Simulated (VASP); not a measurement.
# Zn2InO (P-4m2) in VASP: further runs, part 2 of 2

VASP 6.6.1.

### 3 Single point, PBE (16.53 Å³/atom)

This run uses another cell than the first one, of 16.53 Å³/atom.

Input file INCAR:

```
PREC = Accurate
ENCUT = 520
EDIFF = 1E-6
ISMEAR = 0
SIGMA = 0.1
LREAL = False
LASPH = True
NELM = 60
ALGO = Normal
ISIF = 2
LWAVE = False
LCHARG = False
GGA = PE
NBANDS = 30
```

Input file KPOINTS:

```
regular mesh
0
Gamma
  14 14 8
```

Input file POSCAR:

```
Zn2InO
1.0
    3.1169002119      0.0000000000      0.0000000000
    0.0000000000      3.1169002119      0.0000000000
    0.0000000000      0.0000000000      6.8077011668
Zn In O
2 1 1
Direct
    0.5000000000      0.0000000000      0.8204500870
    0.0000000000      0.5000000000      0.1795499130
    0.5000000000      0.5000000000      0.5000000000
    0.0000000000      0.0000000000      0.0000000000
```

Potentials or basis: VASP PAW PBE potentials, release 64 (Zn, In_d, O).

Launch:

```
$ cat potpaw_PBE.64/Zn/POTCAR potpaw_PBE.64/In_d/POTCAR potpaw_PBE.64/O/POTCAR > POTCAR
$ mpirun -np 1 vasp_std > vasp.out
```

OUTCAR:

```text
PREC = Accurate
   ENCUT = 520
   EDIFF = 1E-6
   ISMEAR = 0
   LREAL = False
   LASPH = True
   NELM = 60
   ISIF = 2
   GGA = PE

 ion  position               nearest neighbor table
   1  0.500  0.000  0.820-   4 1.98   4 1.98   3 2.68   3 2.68
   2  0.000  0.500  0.180-   4 1.98   4 1.98   3 2.68   3 2.68
   3  0.500  0.500  0.500-   1 2.68   2 2.68   1 2.68   2 2.68
   4  0.000  0.000  0.000-   1 1.98   2 1.98   2 1.98   1 1.98

  LATTYP: Found a simple tetragonal cell.
 ALAT       =     3.1169002119
 C/A-ratio  =     2.1841254785

  Lattice vectors:

 A1 = (   3.1169002119,   0.0000000000,   0.0000000000)
 A2 = (   0.0000000000,   3.1169002119,   0.0000000000)
 A3 = (   0.0000000000,   0.0000000000,   6.8077011668)

Analysis of symmetry for initial positions (statically):
=====================================================================
 Subroutine PRICEL returns:
 Original cell was already a primitive cell.
[... 171 lines left out ...]
  free energy    TOTEN  =       -12.00831048 eV

  energy without entropy =      -12.00356882  energy(sigma->0) =      -12.00593965

 E-fermi :   4.4717     XC(G=0): -10.6926

 val. band max:        4.4601068937   @ k =   0.4286   0.3571   0.2500
 cond. band min:       4.4717373944   @ k =   0.0714   0.0000   0.1250
 fundamental gap:      0.0116305007
 Fermi energy:         4.4717015184

 k-point     1 :       0.0000    0.0000    0.0000
  band No.  band energies     occupation
      1     -14.9232      2.00000
      2     -10.3959      2.00000
      3     -10.1070      2.00000
      4      -9.8519      2.00000
      5      -9.8519      2.00000
      6      -9.7695      2.00000
[... 781 lines left out ...]
     29      13.6074      0.00000
     30      14.2332      0.00000

 [... further k-points ...]

------------------------ aborting loop because EDIFF is reached ----------------------------------------

  FORCE on cell =-STRESS in cart. coord.  units (eV):
  Direction    XX          YY          ZZ          XY          YZ          ZX
  --------------------------------------------------------------------------------------
  -------------------------------------------------------------------------------------
  Total        1.9523195      1.9523195      1.9955162      0.0000000      0.0000000      0.0000000
  in kB       47.2949950     47.2949950     48.3414363      0.0000000      0.0000000      0.0000000
  external PRESSURE =      47.6438087 kB  Pullay stress =       0.0000000 kB

 VOLUME and BASIS-vectors are now :
 -----------------------------------------------------------------------------
  energy-cutoff  :      520.00
  volume of cell :       66.14
      direct lattice vectors                 reciprocal lattice vectors
     3.116900212  0.000000000  0.000000000     0.320831574  0.000000000  0.000000000
     0.000000000  3.116900212  0.000000000     0.000000000  0.320831574  0.000000000
     0.000000000  0.000000000  6.807701167     0.000000000  0.000000000  0.146892464

 POSITION                                       TOTAL-FORCE (eV/Angst)
 -----------------------------------------------------------------------------------
      1.55845      0.00000      5.58538         0.000000      0.000000     -0.070665
      0.00000      1.55845      1.22232         0.000000      0.000000      0.070665
      1.55845      1.55845      3.40385         0.000000     -0.000000     -0.000000
      0.00000      0.00000      0.00000        -0.000000      0.000000     -0.000000
 -----------------------------------------------------------------------------------
    total drift:                                0.000000      0.000000     -0.000000

  FREE ENERGIE OF THE ION-ELECTRON SYSTEM (eV)
  ---------------------------------------------------
  free  energy   TOTEN  =       -12.0083104799 eV

  energy  without entropy=      -12.0035688179  energy(sigma->0) =      -12.00593965
```

OSZICAR:

```text
N       E                     dE             d eps       ncg     rms          rms(c)
DAV:   1     0.338098309681E+03    0.33810E+03   -0.20435E+04 10822   0.207E+03
DAV:   2     0.228564103967E+02   -0.31524E+03   -0.30025E+03 10906   0.429E+02
DAV:   3    -0.127169425497E+02   -0.35573E+02   -0.35006E+02 12222   0.145E+02
DAV:   4    -0.138905718744E+02   -0.11736E+01   -0.11706E+01 12292   0.264E+01
DAV:   5    -0.139158429946E+02   -0.25271E-01   -0.25269E-01 14338   0.402E+00    0.108E+01
DAV:   6    -0.119765516871E+02    0.19393E+01   -0.62253E+00 19054   0.415E+01    0.651E+00
DAV:   7    -0.120359324105E+02   -0.59381E-01   -0.19404E+00 11372   0.995E+00    0.390E+00
DAV:   8    -0.120312400947E+02    0.46923E-02   -0.43627E-01 14928   0.456E+00    0.137E+00
DAV:   9    -0.120064889764E+02    0.24751E-01   -0.11893E-01 16588   0.361E+00    0.169E-01
DAV:  10    -0.120082582100E+02   -0.17692E-02   -0.18629E-02 11160   0.801E-01    0.111E-01
DAV:  11    -0.120083088578E+02   -0.50648E-04   -0.96519E-04 13844   0.188E-01    0.530E-02
DAV:  12    -0.120083081927E+02    0.66509E-06   -0.11341E-04 12370   0.943E-02    0.227E-02
DAV:  13    -0.120083105497E+02   -0.23570E-05   -0.16850E-05 12330   0.257E-02    0.418E-03
DAV:  14    -0.120083104799E+02    0.69744E-07   -0.81271E-07  7790   0.996E-03
   1 F= -.12008310E+02 E0= -.12005940E+02  d E =-.474166E-02
```

stdout:

```text
POSCAR found type information on POSCAR ZnInO
 POSCAR found :  3 types and       4 ions
 scaLAPACK will be used
 LDA part: xc-table for (Slater+PW92), standard interpolation
 POSCAR, INCAR and KPOINTS ok, starting setup
 FFT: planning ... GRIDC
 FFT: planning ... GRID_SOFT
 FFT: planning ... GRID
 WAVECAR not read
 entering main loop
```

Wall time 5.9 min (1 thread of Intel Xeon 8259CL, shared host); peak memory 0.41 GiB.

Results:

* Free energy: -12.0083 eV
* Pressure: 4.8 GPa
* Largest force: 0.071 eV/Å
* Band gap on the k mesh: zero (an odd number of electrons rules out a gap without spin polarisation)

Forces in eV/Å, atoms in the order of the input:
```
Zn   0.000  0.000 -0.071
Zn   0.000  0.000  0.071
In   0.000  0.000  0.000
O    0.000  0.000  0.000
```

Levels at points of the mesh, in eV from the Fermi level:
```csv
k point,band 19,band 20,band 21,band 22,band 23,band 24,band 25,band 26
"(0.00, 0.00, 0.00)",-2.80,-2.80,-1.72,-0.63,6.40,6.95,6.95,7.42
"(0.50, 0.00, 0.00)",-4.13,-3.32,-2.48,-1.71,2.64,3.79,4.07,8.01
"(0.50, 0.50, 0.00)",-4.27,-1.77,-0.75,-0.75,1.31,3.21,3.35,4.25
"(0.00, 0.00, 0.50)",-4.01,-2.78,-2.78,2.02,3.08,6.69,6.69,9.96
"(0.50, 0.00, 0.50)",-4.92,-2.48,-2.30,-0.52,0.87,3.33,6.27,6.76
"(0.50, 0.50, 0.50)",-4.28,-1.22,-0.84,-0.84,-0.22,4.05,4.79,4.79
```

Caveat: the cell stands under pressure; spin-orbit coupling is left out, which moves the levels of the heavy elements.

### 4 Single point, PBE (17.06 Å³/atom)

This run uses another cell than the first one, of 17.06 Å³/atom.

Input file INCAR:

```
SYSTEM = Zn2InO
PREC = Accurate
ENCUT = 520
EDIFF = 1E-7
ISMEAR = 0
SIGMA = 0.1
LREAL = .FALSE.
LASPH = .TRUE.
NELM = 100
ALGO = Normal
ISIF = 2
LWAVE = .FALSE.
LCHARG = .TRUE.
GGA = PE
LELF = .TRUE.
LVHAR = .TRUE.
NBANDS = 30
```

Input file KPOINTS:

```
regular mesh
0
G
  14 14 8
  0 0 0
```

Input file POSCAR:

```
Zn2InO
1.0
    3.1618620742      0.0000000000      0.0000000000
    0.0000000000      3.1618620742      0.0000000000
    0.0000000000      0.0000000000      6.8265978323
Zn In O
2 1 1
Direct
    0.5000000000      0.0000000000      0.8220197124
    0.0000000000      0.5000000000      0.1779802876
    0.5000000000      0.5000000000      0.5000000000
    0.0000000000      0.0000000000      0.0000000000
```

Launch:

```
$ cat potpaw_PBE.64/Zn/POTCAR potpaw_PBE.64/In_d/POTCAR potpaw_PBE.64/O/POTCAR > POTCAR
$ mpirun -np 1 vasp_std > vasp.out
```

It took 6.6 min on 1 thread of Intel Xeon 8259CL, shared host; peak memory 0.42 GiB.

The run converged. Its results:

| Quantity | Value |
| --- | --- |
| Free energy | -12.0539 eV |
| Pressure | 2.4 GPa |
| Largest force | 0.067 eV/Å |
| Band gap on the k mesh | zero (an odd number of electrons rules out a gap without spin polarisation) |

Forces on the atoms (eV/Å):
```
Zn   0.000  0.000 -0.067
Zn   0.000  0.000  0.067
In   0.000  0.000  0.000
O    0.000  0.000  0.000
```

Stress tensor (GPa, compression positive):
```
2.33 0.00 0.00
0.00 2.33 0.00
0.00 0.00 2.40
```

Levels at points of the mesh, in eV from the Fermi level:
```tsv
k point	band 19	band 20	band 21	band 22	band 23	band 24	band 25	band 26
(0.00, 0.00, 0.00)	-2.81	-2.81	-1.60	-0.68	6.35	6.74	6.74	7.35
(0.50, 0.00, 0.00)	-4.09	-3.17	-2.49	-1.63	2.64	3.67	4.01	8.02
(0.50, 0.50, 0.00)	-4.21	-1.85	-0.72	-0.72	1.32	3.21	3.23	4.14
(0.00, 0.00, 0.50)	-3.90	-2.79	-2.79	1.97	3.07	6.49	6.49	9.67
(0.50, 0.00, 0.50)	-4.88	-2.49	-2.19	-0.47	0.88	3.33	6.12	6.75
(0.50, 0.50, 0.50)	-4.23	-1.34	-0.82	-0.82	-0.21	4.04	4.65	4.65
```

Caveat: spin-orbit coupling is left out, which moves the levels of the heavy elements.

### 5 Single point, PBE, collinear spin, ferromagnetic start

This run uses another cell than the first one, of 17.67 Å³/atom.

Input file INCAR:

```
PREC = Accurate
ENCUT = 520
EDIFF = 1E-6
ISMEAR = 0
SIGMA = 0.1
LREAL = False
LASPH = True
NELM = 150
ALGO = Normal
ISIF = 2
LWAVE = False
LCHARG = True
ISPIN = 2
MAGMOM = 0 0 0 1
LORBIT = 11
GGA = PE
LELF = True
LVHAR = True
NBANDS = 34
```

Input file KPOINTS:

```
Automatic mesh
0
Gamma
  6 6 4
```

Input file POSCAR:

```
Zn2InO
1.0
    3.2192726862      0.0000000000      0.0000000000
    0.0000000000      3.2192726862      0.0000000000
    0.0000000000      0.0000000000      6.8188161400
Zn In O
2 1 1
Direct
    0.5000000000      0.0000000000      0.8236487700
    0.0000000000      0.5000000000      0.1763512300
    0.5000000000      0.5000000000      0.5000000000
    0.0000000000      0.0000000000      0.0000000000
```

Launch:

```
$ cat potpaw_PBE.64/Zn/POTCAR potpaw_PBE.64/In_d/POTCAR potpaw_PBE.64/O/POTCAR > POTCAR
$ mpirun -np 1 vasp_std > vasp.out
```

Run time: 2.3 min. Hardware: 1 thread of Intel Xeon 8259CL, shared host; peak memory 0.24 GiB.

Results (log left out):

| Property | Result |
| --- | --- |
| Free energy | -11.9879 eV |
| Pressure | 0.4 GPa |
| Largest force | 0.068 eV/Å |
| Net moment | 0.00 μB per cell |
| Valence electrons inside the program's atomic spheres | Zn 10.74; In 11.44; O 4.98 |

Forces in eV/Å, atoms in the order of the input:
```
Zn   0.000  0.000 -0.068
Zn   0.000  0.000  0.068
In   0.000  0.000  0.000
O    0.000  0.000  0.000
```

Stress tensor (GPa, compression positive):
```
0.35 0.00 0.00
0.00 0.35 0.00
0.00 0.00 0.43
```

Levels at points of the mesh, in eV from the Fermi level:
Spin up:
```csv
k point,band 18,band 19,band 20,band 21,band 22,band 23,band 24,band 25,band 26,band 27
"(0.00, 0.00, 0.00)",-5.79,-2.89,-2.89,-1.50,-0.75,6.33,6.40,6.40,7.24,9.05
"(0.50, 0.00, 0.00)",-4.38,-4.09,-3.07,-2.58,-1.58,2.60,3.51,3.92,8.06,8.42
"(0.50, 0.50, 0.00)",-4.78,-4.21,-2.03,-0.76,-0.76,1.28,3.02,3.18,3.98,3.98
"(0.00, 0.00, 0.50)",-4.46,-3.80,-2.87,-2.87,1.89,3.06,6.17,6.17,9.27,9.33
"(0.50, 0.00, 0.50)",-4.90,-4.84,-2.58,-2.12,-0.46,0.85,3.35,5.92,6.73,7.16
"(0.50, 0.50, 0.50)",-4.79,-4.22,-1.55,-0.87,-0.87,-0.26,3.98,4.47,4.47,4.88
```
Spin down:
| k point | band 18 | band 19 | band 20 | band 21 | band 22 | band 23 | band 24 | band 25 | band 26 | band 27 |
| --- | --- | --- | --- | --- | --- | --- | --- | --- | --- | --- |
| (0.00, 0.00, 0.00) | -5.79 | -2.89 | -2.89 | -1.50 | -0.75 | 6.33 | 6.40 | 6.40 | 7.24 | 9.05 |
| (0.50, 0.00, 0.00) | -4.38 | -4.09 | -3.07 | -2.58 | -1.58 | 2.60 | 3.51 | 3.92 | 8.06 | 8.42 |
| (0.50, 0.50, 0.00) | -4.78 | -4.21 | -2.03 | -0.76 | -0.76 | 1.28 | 3.02 | 3.18 | 3.98 | 3.98 |
| (0.00, 0.00, 0.50) | -4.46 | -3.80 | -2.87 | -2.87 | 1.89 | 3.06 | 6.17 | 6.17 | 9.27 | 9.33 |
| (0.50, 0.00, 0.50) | -4.90 | -4.84 | -2.58 | -2.12 | -0.46 | 0.85 | 3.35 | 5.92 | 6.73 | 7.16 |
| (0.50, 0.50, 0.50) | -4.79 | -4.22 | -1.55 | -0.87 | -0.87 | -0.26 | 3.98 | 4.47 | 4.47 | 4.88 |

Caveat: spin-orbit coupling is left out, which moves the levels of the heavy elements.

### 6 Summary

```csv
spin,cell,k mesh,gap on the mesh (eV),pressure (GPa),largest force (eV/Å)
off,"a = 3.071, b = 3.071, c = 6.790 Å, 4 atoms, atomic positions A",14 × 14 × 8,none,7.5,0.08
off,"a = 3.117, b = 3.117, c = 6.808 Å, 4 atoms, atomic positions B",14 × 14 × 8,none,4.8,0.07
off,"a = 3.162, b = 3.162, c = 6.827 Å, 4 atoms, atomic positions C",14 × 14 × 8,none,2.4,0.07
"collinear, ferromagnetic start","a = 3.219, b = 3.219, c = 6.819 Å, 4 atoms, atomic positions D",6 × 6 × 4,none,0.4,0.07
```

Alike in all rows: task single point; level PBE; potentials or basis VASP PAW PBE potentials, release 64 (Zn, In_d, O); cutoff (eV) 520; smearing gaussian 0.1 eV.

Caveats: spin-orbit coupling is left out, which moves the levels of the heavy elements; the cell stands under pressure (at least some runs).

Total energies depend on the potentials used, so only differences within one code and one set of settings carry meaning.
